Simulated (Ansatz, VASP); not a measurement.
AlAu2: VASP beside Ansatz

```
CELL_PARAMETERS angstrom
-1.61047 1.61047 4.55666
1.61047 -1.61047 4.55666
1.61047 1.61047 -4.55666
ATOMIC_POSITIONS crystal
Al 0.00000 0.00000 0.00000
Au 0.66859 0.66859 0.00000
Au 0.33141 0.33141 0.00000
```

Alike in both runs: task single point; functional LDA; k mesh 16 × 16 × 16; occupations gaussian, width 0.15 eV; no spin polarisation.

|  | VASP | Ansatz |
| --- | --- | --- |
| version | VASP 6.6.1 | Ansatz 0.2.0 |
| potentials or method | VASP PAW LDA potentials, release 64 (Al, Au), cutoff 520 eV | scalar-relativistic, plane waves, PAW |
| valence electrons in the cell | 25 | 41 |

VASP gave:

```
gap on the k mesh at the Fermi level (eV)                     : none
pressure (GPa)                                                : 2.7
traceless stress, the component that is largest in VASP (GPa) : -6.64
rms of the force components (eV/Å)                            : 0.863
```

Which values does Ansatz return?

gap on the k mesh at the Fermi level (eV): none; pressure (GPa): 2.3; traceless stress, the component that is largest in VASP (GPa): -6.70; rms of the force components (eV/Å): 0.862.

LDA's correlation is that of Perdew and Zunger in VASP and of Perdew and Wang (1992) in Ansatz. Atom by atom the forces differ by 0.002 eV/Å (rms over components). A gap of «none» marks a metal or a gap that the smearing closes. VASP's potentials hold 25 valence electrons a cell and Ansatz's 41, so a difference there can come from the potentials and not from the codes.

Neither program's run includes spin-orbit coupling.
